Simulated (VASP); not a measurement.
Wanted: the native input for a VASP 6.6.1 run.

- Task: single point
- Functional: PBE
- Potentials or basis: VASP PAW PBE potentials, release 64 (Ti_sv, C)
- Cutoff: 520 eV
- k mesh: 6 × 6 × 6
- Occupations: gaussian, width 0.1 eV
- Spin: no spin polarisation
- Dipole correction: no
- Further INCAR settings: ALGO = Normal; EDIFF = 1e-07; NBANDS = 34

The structure of Ti4C lies in POSCAR:

```
Ti4C
1.0
    2.3273587200      1.3437011800      3.6029520300
   -2.3273587200      1.3437011800      3.6029520300
    0.0000000000     -2.6874023700      3.6029520300
Ti C
4 1
Direct
    0.0000000000      0.0000000000      0.5000000000
    0.5000000000      0.0000000000      0.0000000000
    0.0000000000      0.5000000000      0.0000000000
    0.5000000000      0.5000000000      0.5000000000
    0.0000000000      0.0000000000      0.0000000000
```

The cell was built from a structure type or drawn by symmetry, and may not be a known phase.

The input as run:

INCAR

```
ALGO = Normal ; EDIFF = 1E-7
ENCUT = 520 ; GGA = PE
ISIF = 2 ; ISMEAR = 0
LASPH = True ; LCHARG = True
LELF = True ; LREAL = False
LVHAR = True ; LWAVE = False
NBANDS = 34 ; NELM = 60
PREC = Accurate ; SIGMA = 0.1
```

KPOINTS

```
k-points
0
Gamma
  6 6 6
```

Potentials or basis: VASP PAW PBE potentials, release 64 (Ti_sv, C).

Launch:

```bash
$ cat potpaw_PBE.64/Ti_sv/POTCAR potpaw_PBE.64/C/POTCAR > POTCAR
$ mpirun -np 1 vasp_std > vasp.out
```

Results of the run:

```json
{
  "Pressure": "35.8 GPa",
  "Band gap on the k mesh": "zero (bands 26 and 27 overlap by 1.36 eV)"
}
```

Caveat: the cell stands under pressure.

Wall time 3.3 min on 1 thread of Intel Xeon 8259CL (shared host), peak memory 0.23 GiB.
